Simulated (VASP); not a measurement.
# Si (a cell with a defect) in VASP: single point with PBE

Aim: the single point of Si (a cell with a defect) with PBE.

Program: VASP 6.6.1. These are calculated values, not measurements. Logs are shortened: lines on timing, memory, paths and dates and some standing lists are left out, and cuts for length are marked.

## 1. The cell of the first run

The cell holds a defect, 63 atoms: a = 10.860 Å, b = 10.860 Å, c = 10.860 Å, α = 90.00°, β = 90.00°, γ = 90.00°.

## 2. Single point, PBE, collinear spin

INCAR

```
  ALGO = Normal
  EDIFF = 1E-6
  ENCUT = 520
  GGA = PE
  ISIF = 2
  ISMEAR = 0
  ISPIN = 2
  LASPH = T
  LCHARG = T
  LELF = T
  LORBIT = 11
  LREAL = Auto
  LVHAR = T
  LWAVE = F
  MAGMOM = 0 1 0 0 0 0 0 0 0 0 0 0 0 0 0 0 0 0 0 0 0 0 0 0 0 0 0 0 0 0 0 0 0 0 0 0 0 0 0 0 0 0 0 0 0 0 0 0 0 0 0 0 0 0 0 0 0 0 0 0 0 0 0
  NBANDS = 167
  NELECT = 253.0
  NELM = 150
  PREC = Accurate
  SIGMA = 0.02
```

KPOINTS

```
k-points
0
Gamma
  1 1 1
```

POSCAR

```
Si
1.0
   10.8600000000      0.0000000000      0.0000000000
    0.0000000000     10.8600000000      0.0000000000
    0.0000000000      0.0000000000     10.8600000000
Si
63
Direct
    0.5026874238      0.0000088237      0.0022681970
    0.6321277486      0.1171652627      0.1316993172
    0.7490800517      0.2464941341      0.0020338891
    0.8743934972      0.3736280274      0.1246124449
    0.8675216025      0.1167139675      0.3667540690
   -0.0030461260     -0.0013043061      0.0022432196
    0.1241013787      0.1240470788      0.1247316097
    0.2499842562      0.2488701516     -0.0004122314
    0.3756319542      0.3733551204      0.1248399235
    0.5002326976      0.4990896453     -0.0002317411
    0.6251133895      0.6250844331      0.1247380017
    0.7503893243      0.7520601935      0.0019802573
    0.8672857188      0.8816016048      0.1315324478
    0.2498168044     -0.0006484509      0.2492687280
    0.3755271706      0.1239047580      0.3739462214
    0.5025754090      0.2466108918      0.2486773693
    0.6251913698      0.3737208111      0.3739052546
    0.7498155241      0.4993616390      0.2492512950
    0.8743963691      0.6250251495      0.3739645955
    0.5027239476     -0.0014062779      0.4964578541
    0.6251464733      0.1239743000      0.6236256160
    0.7504252530      0.2463003944      0.4962186028
    0.8741116579      0.3732414909      0.6231925890
    0.7498433835     -0.0006344451      0.7492714002
    0.8744734033      0.1239634406      0.8749879329
   -0.0005769368      0.4996054713     -0.0002259144
    0.1238198353      0.6254012213      0.1249801085
    0.2495519355      0.7497087257     -0.0003560537
    0.3754680517      0.8746368277      0.1246749034
   -0.0030518116      0.2465932193      0.2500119457
    0.1239123033      0.3735634910      0.3736497117
    0.2498354462      0.4994330547      0.2492211744
    0.3758170888      0.6252336825      0.3736579580
    0.5027363118      0.7523676430      0.2500989795
    0.6325935058      0.8822071968      0.3665498475
   -0.0029833127      0.0000170418      0.4965514258
    0.1238719335      0.1237814089      0.6234766726
    0.2494982792      0.2488719331      0.4988005632
    0.3747627213      0.3742315384      0.6242150183
    0.5002183786      0.4995404017      0.4989569160
    0.6253957746      0.6253115999      0.6233829462
    0.7489998178      0.7522499282      0.4963206553
    0.8743855955      0.8746561943      0.6235686261
    0.2498712194     -0.0006279829      0.7492875743
    0.3758410348      0.1236741233      0.8752404664
    0.5002248595      0.2489974991      0.7495521679
    0.6254764757      0.3735303161      0.8751419225
    0.7498651318      0.4993252374      0.7491358101
    0.8742399668      0.6251815449      0.8751537548
   -0.0031212392      0.7522918484      0.2487018470
    0.1241309595      0.8747876645      0.3739404844
   -0.0006121159      0.4991216966      0.4989500161
    0.1247419433      0.6244197905      0.6243535202
    0.2499816594      0.7496587764      0.4987952758
    0.3756645217      0.8748831173      0.6233075489
   -0.0006062076      0.2490315434      0.7491166255
    0.1248102931      0.3744371596      0.8743088240
    0.2498432248      0.4993537795      0.7492417980
    0.3748697011      0.6243089755      0.8743143975
    0.5001943405      0.7498127893      0.7491032546
    0.6251857541      0.8748056017      0.8749653997
   -0.0006083018      0.7498604216      0.7496094299
    0.1239289782      0.8750835801      0.8752661352
```

Potentials or basis: VASP PAW PBE potentials, release 64 (Si).

Launch:

```bash
$ cat potpaw_PBE.64/Si/POTCAR > POTCAR
$ mpirun -np 1 vasp_gam > vasp.out
```

OUTCAR:

```text
EDIFF = 1E-6
   ENCUT = 520
   GGA = PE
   ISIF = 2
   ISMEAR = 0
   ISPIN = 2
   LASPH = T
   LORBIT = 11
   LREAL = Auto
   NELECT = 253.0
   NELM = 150
   PREC = Accurate

 ion  position               nearest neighbor table
   1  0.503  0.000  0.002-  29 2.35  61 2.35   2 2.36  45 2.37
   2  0.632  0.117  0.132-   3 2.36  16 2.36   1 2.36
   3  0.749  0.246  0.002-  25 2.35   4 2.35   2 2.36  47 2.37
   4  0.874  0.374  0.125-  18 2.35  30 2.35   3 2.35  26 2.36
   5  0.868  0.117  0.367-  36 2.36  30 2.36  22 2.36
   6  0.997  0.999  0.002-   7 2.35  25 2.35  13 2.36  63 2.37
   7  0.124  0.124  0.125-  14 2.35  30 2.35   6 2.35   8 2.36
   8  0.250  0.249  1.000-   9 2.35  45 2.35   7 2.36  57 2.36
   9  0.376  0.373  0.125-   8 2.35  10 2.35  32 2.36  16 2.37
  10  0.500  0.499  1.000-   9 2.35  47 2.35  11 2.36  59 2.36
  11  0.625  0.625  0.125-  18 2.35  12 2.35  34 2.35  10 2.36
  12  0.750  0.752  0.002-  61 2.35  11 2.35  13 2.36  49 2.37
  13  0.867  0.882  0.132-  12 2.36   6 2.36  50 2.36
  14  0.250  0.999  0.249-  51 2.35  15 2.35   7 2.35  29 2.35
  15  0.376  0.124  0.374-  14 2.35  16 2.35  20 2.35  38 2.36
  16  0.503  0.247  0.249-  17 2.35  15 2.35   2 2.36   9 2.37
  17  0.625  0.374  0.374-  18 2.35  16 2.35  22 2.35  40 2.36
[... 44 lines left out ...]
  62  0.999  0.750  0.750-  49 2.35  63 2.35  43 2.36  53 2.36
  63  0.124  0.875  0.875-  28 2.35  62 2.35  44 2.36   6 2.37

  LATTYP: Found a simple cubic cell.
 ALAT       =    10.8600000000

  Lattice vectors:

 A1 = (  10.8600000000,   0.0000000000,   0.0000000000)
 A2 = (   0.0000000000,  10.8600000000,   0.0000000000)
 A3 = (   0.0000000000,   0.0000000000,  10.8600000000)

Analysis of symmetry for initial positions (statically):
=====================================================================
 Subroutine PRICEL returns:
 Original cell was already a primitive cell.

 Routine SETGRP: Setting up the symmetry group for a
 simple cubic supercell.

 Subroutine GETGRP returns: Found  1 space group operations
 (whereof  1 operations were pure point group operations)
 out of a pool of 48 trial point group operations.

The static configuration has the point symmetry C_1 .

Analysis of symmetry for dynamics (positions and initial velocities):
=====================================================================
 Subroutine PRICEL returns:
 Original cell was already a primitive cell.

 Routine SETGRP: Setting up the symmetry group for a
 simple cubic supercell.

 Subroutine GETGRP returns: Found  1 space group operations
 (whereof  1 operations were pure point group operations)
 out of a pool of 48 trial point group operations.

The dynamic configuration has the point symmetry C_1 .

Analysis of structural, dynamic, and magnetic symmetry:
=====================================================================
 Subroutine PRICEL returns:
 Original cell was already a primitive cell.

 Routine SETGRP: Setting up the symmetry group for a
 simple cubic supercell.

 Subroutine GETGRP returns: Found  1 space group operations
 (whereof  1 operations were pure point group operations)
 out of a pool of 48 trial point group operations.

The overall configuration has the point symmetry C_1 .

 Subroutine INISYM returns: Found  1 space group operations
 (whereof  1 operations are pure point group operations),
 and found     1 'primitive' translations

----------------------------------------------------------------------------------------
[... 180 lines left out ...]
   NGXF,Y,Z  is equivalent  to a cutoff of  25.72, 25.72, 25.72 a.u.
 SYSTEM =  unknown system
   PREC   = accura    normal or accurate (medium, high low for compatibility)
   ISTART =      0    job   : 0-new  1-cont  2-samecut
   ICHARG =      2    charge: 1-file 2-atom 10-const
   ISPIN  =      2    spin polarized calculation?
   LNONCOLLINEAR =      F non collinear calculations
   LSORBIT =      F    spin-orbit coupling
   LASPH  =      T    aspherical Exc in radial PAW
   ENCUT  =  520.0 eV  38.22 Ry    6.18 a.u.  20.19 20.19 20.19*2*pi/ulx,y,z
   NELM   =    150;   NELMIN=  2; NELMDL= -5     # of ELM steps
   EDIFF  = 0.1E-05   stopping-criterion for ELM
   LREAL  =      T    real-space projection
   EDIFFG = 0.1E-04   stopping-criterion for IOM
   NSW    =      0    number of steps for IOM
   IBRION =     -1    ionic relax: 0-MD 1-quasi-New 2-CG
   NFREE  =      0    steps in history (QN), initial steepest desc. (CG)
   ISIF   =      2    stress and relaxation
   ISYM   =      2    0-nonsym 1-usesym 2-fastsym
   POTIM  = 0.5000    time-step for ionic-motion
   TEBEG  =    0.0;   TEEND  =   0.0 temperature during run
   PSTRESS=    0.0 pullay stress
   NELECT =     253.0000    total number of electrons
   NUPDOWN=      -1.0000    fix difference up-down
   EMIN   =  10.00;   EMAX   =-10.00  energy-range for DOS
   EFERMI =   0.00;   METHOD = LEGACY
   ISMEAR =     0;   SIGMA  =   0.02  broadening in eV -4-tet -1-fermi 0-gaus
   EFERMI_NEDOS =   21; number of points for ismear=-14 and -15
   IALGO  =     38    algorithm
   IMIX   =      4    mixing-type and parameters
     AMIX     =   0.40;   BMIX     =  1.00
     AMIX_MAG =   1.60;   BMIX_MAG =  1.00
  volume/ion in A,a.u.               =      20.33       137.20
  Fermi-wavevector in a.u.,A,eV,Ry     =   0.953422  1.801706 12.367880  0.909014
  Thomas-Fermi vector in A             =   2.082076
   LORBIT       =     11    0 simple, 1 ext, 2 COOP (PROOUT), +10 PAW based schemes
   GGA     = PE    functional components
   LHFCALC =     F    Hartree Fock is set to
   AEXX    =    0.0000 exact exchange contribution
   IVDW    =     0    specifies the selected vdW correction
   LEPSILON=     F    determine dielectric tensor
   LRPA    =     F    only Hartree local field effects (RPA)
 spin polarized calculation
 Gauss-broadening in eV      SIGMA  =   0.02
  energy-cutoff  :      520.00
  volume of cell :     1280.82
 maximum number of plane-waves:     17229
 NGX is ok and might be reduce to    84
   NGX = 41   NGY = 41   NGZ = 41

 number of electron     252.9999985 magnetization       3.0000390

 Free energy of the ion-electron system (eV)
  ---------------------------------------------------
  ext. energy  EPLUGINS =         0.00000000
  ---------------------------------------------------
  free energy    TOTEN  =      -325.79526636 eV

  energy without entropy =     -325.79526636  energy(sigma->0) =     -325.79526636

 E-fermi :   6.3019     XC(G=0):  -9.3501

 val. band max:        6.1850090304   @ k =   0.0000   0.0000   0.0000
 cond. band min:       6.4116667732   @ k =   0.0000   0.0000   0.0000
 fundamental gap:      0.2266577429
 Fermi energy:         6.3019392267

 spin component 1

 k-point     1 :       0.0000    0.0000    0.0000
  band No.  band energies     occupation
      1      -6.2268      1.00000
      2      -5.1818      1.00000
      3      -5.1818      1.00000
      4      -5.1580      1.00000
      5      -5.1577      1.00000
      6      -5.1574      1.00000
[... 130 lines left out ...]
    137       6.9008      0.00000
    138       6.9154      0.00000
 Fermi energy:         6.3019392267

 spin component 2

 k-point     1 :       0.0000    0.0000    0.0000
  band No.  band energies     occupation
      1      -6.1946      1.00000
      2      -5.1496      1.00000
      3      -5.1496      1.00000
      4      -5.1276      1.00000
      5      -5.1274      1.00000
      6      -5.1271      1.00000
[... 130 lines left out ...]
    137       6.9466      0.00000
    138       6.9872      0.00000
 [bands above 138 left out]

------------------------ aborting loop because EDIFF is reached ----------------------------------------

  FORCE on cell =-STRESS in cart. coord.  units (eV):
  Direction    XX          YY          ZZ          XY          YZ          ZX
  --------------------------------------------------------------------------------------
  -------------------------------------------------------------------------------------
  Total       25.0159261     25.0330190     25.0414055     -0.0188424     -0.0071736      0.0261254
  in kB       31.2923150     31.3136963     31.3241870     -0.0235699     -0.0089734      0.0326802
  external PRESSURE =      31.3100661 kB  Pullay stress =       0.0000000 kB

 VOLUME and BASIS-vectors are now :
 -----------------------------------------------------------------------------
  energy-cutoff  :      520.00
  volume of cell :     1280.82
      direct lattice vectors                 reciprocal lattice vectors
    10.860000000  0.000000000  0.000000000     0.092081031  0.000000000  0.000000000
     0.000000000 10.860000000  0.000000000     0.000000000  0.092081031  0.000000000
     0.000000000  0.000000000 10.860000000     0.000000000  0.000000000  0.092081031

 POSITION                                       TOTAL-FORCE (eV/Angst)
 -----------------------------------------------------------------------------------
      5.45919      0.00010      0.02463         0.002600      0.000626     -0.000590
      6.86491      1.27241      1.43025        -0.007895      0.005540     -0.004369
      8.13501      2.67693      0.02209         0.002632      0.001307      0.001594
      9.49591      4.05760      1.35329         0.000157     -0.000447     -0.000702
      9.42128      1.26751      3.98295         0.004468      0.009465      0.007963
     10.82692     10.84584      0.02436        -0.002352     -0.000673     -0.000929
[... 55 lines left out ...]
     10.85339      8.14348      8.14076        -0.001165     -0.000952     -0.006267
      1.34587      9.50341      9.50539        -0.005038     -0.000888      0.001466
 -----------------------------------------------------------------------------------
    total drift:                               -0.023104     -0.034817     -0.041453

  FREE ENERGIE OF THE ION-ELECTRON SYSTEM (eV)
  ---------------------------------------------------
  free  energy   TOTEN  =      -325.7952663570 eV

  energy  without entropy=     -325.7952663570  energy(sigma->0) =     -325.79526636

 total charge

# of ion       s       p       d       tot
------------------------------------------
    1        0.740   0.951   0.000   1.692
    2        0.791   0.858   0.000   1.650
    3        0.740   0.951   0.000   1.692
    4        0.740   0.962   0.000   1.702
    5        0.791   0.858   0.000   1.649
    6        0.740   0.951   0.000   1.691
[... 55 lines left out ...]
   62        0.738   0.961   0.000   1.700
   63        0.744   0.950   0.000   1.694
--------------------------------------------------
tot         46.863  59.854   0.000 106.717

 magnetization (x)

# of ion       s       p       d       tot
------------------------------------------
    1        0.001   0.015   0.000   0.016
    2        0.047   0.113   0.000   0.160
    3        0.001   0.015   0.000   0.016
    4        0.001   0.001   0.000   0.002
    5        0.048   0.113   0.000   0.160
    6        0.001   0.015   0.000   0.016
[... 55 lines left out ...]
   62       -0.000   0.004   0.000   0.004
   63        0.002   0.013   0.000   0.015
--------------------------------------------------
tot          0.238   0.900   0.000   1.138
```

Run time: 18 min. Hardware: 1 thread of AMD EPYC 7R43 (Zen 3), shared host; peak memory 1.5 GiB.

What came out:

| Item | Value |
| --- | --- |
| Free energy | -325.7953 eV |
| Largest force | 0.019 eV/Å |
| Net moment | 3.00 μB per cell |
| Site moments | Si +0.02, +0.16, +0.00, -0.00, +0.01 (each value once) μB |
| Valence electrons inside the program's atomic spheres | Si 1.69, 1.65, 1.70 (each value once) |

Forces on the atoms (eV/Å):
```
Si   0.003  0.001 -0.001
Si  -0.008  0.006 -0.004
Si   0.003  0.001  0.002
Si   0.000  0.000 -0.001
Si   0.004  0.009  0.008
Si  -0.002 -0.001 -0.001
Si   0.000 -0.001 -0.002
Si  -0.003  0.001  0.001
Si   0.002  0.001  0.000
Si   0.001  0.004 -0.002
Si  -0.002 -0.001  0.001
Si   0.003  0.000  0.002
Si   0.011 -0.007 -0.004
Si   0.001  0.001 -0.001
Si   0.000  0.001  0.001
Si   0.000 -0.002 -0.001
Si  -0.001 -0.001  0.001
Si   0.000  0.002 -0.001
Si   0.002 -0.001 -0.001
Si   0.001  0.000 -0.003
Si  -0.001  0.001  0.000
Si   0.004  0.000  0.004
Si   0.000  0.000  0.000
Si   0.000  0.001 -0.002
Si   0.002 -0.001  0.000
Si  -0.002 -0.006 -0.001
Si  -0.003  0.001  0.000
Si   0.004  0.000 -0.001
Si  -0.002  0.001  0.000
Si   0.001 -0.002  0.001
Si  -0.002 -0.003  0.001
Si   0.000 -0.001 -0.002
Si   0.003  0.004  0.000
Si   0.005  0.000  0.000
Si  -0.011 -0.009  0.013
Si  -0.001  0.000  0.000
Si  -0.001  0.000 -0.003
Si   0.005  0.004  0.002
Si  -0.003  0.001  0.002
Si   0.000 -0.004  0.000
Si  -0.001  0.005 -0.004
Si   0.003  0.003 -0.002
Si   0.001 -0.001  0.000
Si   0.000  0.000 -0.001
Si   0.001 -0.001  0.001
Si   0.001 -0.001 -0.005
Si  -0.001 -0.003  0.004
Si   0.001  0.000 -0.001
Si   0.000  0.002  0.001
Si  -0.002  0.000 -0.002
Si   0.000 -0.003  0.000
Si   0.000  0.006  0.001
Si   0.000 -0.002  0.000
Si  -0.003  0.000  0.003
Si   0.003 -0.001 -0.002
Si  -0.002  0.000  0.004
Si   0.000  0.000  0.000
Si   0.000  0.001 -0.001
Si  -0.002 -0.001 -0.001
Si   0.001 -0.001  0.003
Si  -0.004 -0.001  0.000
Si  -0.001 -0.001 -0.006
Si  -0.005 -0.001  0.001
```

Caveat: the k points lie up to 0.58 Å⁻¹ apart; the cell carries a net charge on a neutralising background, which shifts energy and pressure; the cell is charged against a uniform background, so pressure and absolute levels hang on convention.
